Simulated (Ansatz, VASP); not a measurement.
**Two plane-wave programs on Ni**

Contents of INCAR:

```
SYSTEM = Ni
PREC = Accurate ; ENCUT = 520
EDIFF = 1E-6 ; ISMEAR = 1
SIGMA = 0.6 ; LREAL = .FALSE.
LASPH = .TRUE. ; NELM = 100
ALGO = Normal ; ISIF = 2
LWAVE = .FALSE. ; LCHARG = .TRUE.
GGA = PE ; LELF = .TRUE.
LVHAR = .TRUE. ; NBANDS = 11
```

Contents of KPOINTS:

```
Automatic mesh
0
G
  15 15 15
  0 0 0
```

Contents of POSCAR:

```
Ni
1.0
    0.0000000000      1.7572466680      1.7572466680
    1.7572466680      0.0000000000      1.7572466680
    1.7572466680      1.7572466680      0.0000000000
Ni
1
Direct
    0.0000000000      0.0000000000      0.0000000000
```

Input for Ansatz:

```yaml
crystal:
  lattice:
    - [0.0, 1.757246668, 1.757246668]
    - [1.757246668, 0.0, 1.757246668]
    - [1.757246668, 1.757246668, 0.0]
  atoms:
    - { symbol: Ni, position: [0.0, 0.0, 0.0] }
hamiltonian:
  xc: pbe
  pseudopotentials:
    kind: paw
    azcp:
      Ni: "pseudopotentials/Ni.paw.azcp"
basis:
  ecutwfc: 420
  fft_grid_basis: typed
kpoints:
  mp_grid: { grid: [15, 15, 15], shift: [0, 0, 0] }
magnetization:
  spin_polarized: false
scf:
  occupations: { method: methfessel_paxton, width: 0.6 }
  lower_state_search: "off"
output:
  stress: true
  write_density: true
  write_potential: true
  elf: true
  volumetric_format: npy
```

Alike in both runs: task single point; functional PBE; k mesh 15 × 15 × 15; occupations methfessel-paxton of order 1, width 0.6 eV; no spin polarisation.

|  | VASP | Ansatz |
| --- | --- | --- |
| version | VASP 6.6.1 | Ansatz 0.2.0 |
| potentials or method | VASP PAW PBE potentials, release 64 (Ni), cutoff 520 eV | plane waves (420 eV) with PAW, scalar-relativistic |
| valence electrons in the cell | 10 | 18 |

|  | VASP | Ansatz | Ansatz less VASP |
| --- | --- | --- | --- |
| pressure (GPa) | -0.4 | -0.4 | 0.00 |

VASP's potentials hold 10 valence electrons a cell and Ansatz's 18, so a difference there can come from the potentials and not from the codes.
